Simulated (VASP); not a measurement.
Wanted: the native input for a VASP 6.6.1 run.

* Task: relaxation of cell and atoms
* Functional: PBE
* Potentials or basis: VASP PAW PBE potentials, release 64 (Cd, O)
* Cutoff: 600 eV
* k mesh: 10 × 10 × 10
* Occupations: gaussian, width 0.1 eV
* Spin: collinear spin, ferromagnetic start
* Starting moments: [0.0, 0.83, 0.83, 0.83, 0.83, 0.83] μB
* Dipole correction: no
* Further INCAR settings: ALGO = Fast; EDIFF = 1e-06; IBRION = 2; EDIFFG = -0.01; NSW = 100; ISIF = 3

The structure of CdO5 lies in POSCAR:

```
CdO5
1.0
    0.0000000000      3.1223747955      3.1223747955
    3.1223747955      0.0000000000      3.1223747955
    3.1223747955      3.1223747955      0.0000000000
Cd O
1 5
Direct
    0.0000000000      0.0000000000      0.0000000000
    0.7500000000      0.7500000000      0.7500000000
    0.3766532358      0.8700402925      0.3766532358
    0.3766532358      0.3766532358      0.8700402925
    0.3766532358      0.3766532358      0.3766532358
    0.8700402925      0.3766532358      0.3766532358
```

The cell was built from a structure type or drawn by symmetry, and may not be a known phase.

One way to write it, as run:

INCAR

```
  PREC = Accurate
  ENCUT = 600
  EDIFF = 1E-6
  ISMEAR = 0
  SIGMA = 0.1
  LREAL = F
  LASPH = T
  NELM = 150
  ALGO = Fast
  ISIF = 3
  LWAVE = F
  LCHARG = F
  ISPIN = 2
  MAGMOM = 0 0.83 0.83 0.83 0.83 0.83
  LORBIT = 11
  GGA = PE
  IBRION = 2
  NSW = 100
  EDIFFG = -0.01
```

KPOINTS

```
regular mesh
0
Gamma
  10 10 10
```

Potentials or basis: VASP PAW PBE potentials, release 64 (Cd, O).

Run with:

```sh
$ cat potpaw_PBE.64/Cd/POTCAR potpaw_PBE.64/O/POTCAR > POTCAR
$ mpirun -np 1 vasp_std > vasp.out
```

It gave:

```json
{
 "Relaxed volume": "10.13 Å³/atom",
 "Relaxed cell": "a = 4.413 Å, b = 4.413 Å, c = 4.413 Å, α = 60.00°, β = 60.00°, γ = 60.00°",
 "Space group after relaxing (to 0.1 Å)": "F-43m (No. 216)",
 "Energy gained by relaxing": "0.0 meV/atom",
 "Ionic steps": "2",
 "Pressure after relaxing": "0.0 GPa",
 "Largest force after relaxing": "0.003 eV/Å",
 "Net moment": "3.85 μB per cell",
 "Site moments": "Cd -0.03; O +1.28, +0.53 (each value once) μB",
 "Valence electrons inside the program's atomic spheres": "Cd 10.05; O 4.66, 4.65 (each value once)"
}
```

It took 5.2 min on 1 thread of Oxide Virtual Turin-like Processor, on a shared host, peak memory 0.3 GiB.
